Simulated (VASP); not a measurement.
ZnSe (Stilleite), 2 atoms in the cell. The structure is cubic, space group F-43m (No. 216). Conventional cell: a = 5.568 Å, b = 5.568 Å, c = 5.568 Å, α = 90.00°, β = 90.00°, γ = 90.00°. Within 3.2 Å of Zn (site symmetry -43m) lie 4 Se at 2.41 Å. Se (site symmetry -43m) has 4 Zn at 2.41 Å within 3.2 Å. 

- Program: VASP 6.6.1
- Task: single point
- Functional: LDA
- Potentials or basis: VASP PAW LDA potentials, release 64 (Zn, Se)
- Cutoff: 500 eV
- k mesh: 8 × 8 × 8
- Occupations: gaussian, width 0.02 eV
- Spin: no spin polarisation
- Dipole correction: no
- Further INCAR settings: ALGO = Normal; EDIFF = 1e-06; NBANDS = 16

Potentials or basis: VASP PAW LDA potentials, release 64 (Zn, Se).

Launch:

```console
$ cat potpaw_LDA.64/Zn/POTCAR potpaw_LDA.64/Se/POTCAR > POTCAR
$ mpirun -np 1 vasp_std > vasp.out
```

Hardware: 1 thread of Intel(R) Xeon(R) Platinum 8375C CPU @ 2.90GHz (Ice Lake), on a shared host.

Q: How long does it take, and how much memory?

A: It took 16 s on 1 thread of Intel(R) Xeon(R) Platinum 8375C CPU @ 2.90GHz (Ice Lake) (shared host), peak memory 0.15 GiB. Counts: scf iterations 12, k points 29.
